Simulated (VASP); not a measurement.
Here is a VASP 6.6.1 calculation.

INCAR

```
  ALGO = Normal
  EDIFF = 1E-6
  ENCUT = 520
  GGA = PE
  ISIF = 2
  ISMEAR = 0
  LASPH = T
  LCHARG = T
  LELF = T
  LREAL = F
  LVHAR = T
  LWAVE = F
  NBANDS = 34
  NELM = 60
  PREC = Accurate
  SIGMA = 0.1
```

File KPOINTS:

```
k-points
0
Gamma
  6 6 4
```

File POSCAR:

```
Ga2GeO2
1.0
    3.9919173900      0.0000000000      0.0000000000
   -1.9959586900      3.4571018700      0.0000000000
    0.0000000000      0.0000000000      6.3222858200
Ga Ge O
2 1 2
Direct
    0.6666666700      0.3333333300      0.3573464800
    0.3333333300      0.6666666700      0.6426535200
    0.0000000000      0.0000000000      0.0000000000
    0.6666666700      0.3333333300      0.7381863600
    0.3333333300      0.6666666700      0.2618136400
```

Potentials or basis: VASP PAW PBE potentials, release 64 (Ga_d, Ge_d, O).

The run is started by

```sh
$ cat potpaw_PBE.64/Ga_d/POTCAR potpaw_PBE.64/Ge_d/POTCAR potpaw_PBE.64/O/POTCAR > POTCAR
$ mpirun -np 1 vasp_std > vasp.out
```

(1) What does it give for the largest force?

(2) Predict the band gap on the k mesh.

(3) What does it give for the pressure?

## Answers

(1) 0.833 eV/Å.

(2) zero (bands 26 and 27 overlap by 0.14 eV).

(3) -6.1 GPa.

Caveat: the cell stands under tension.
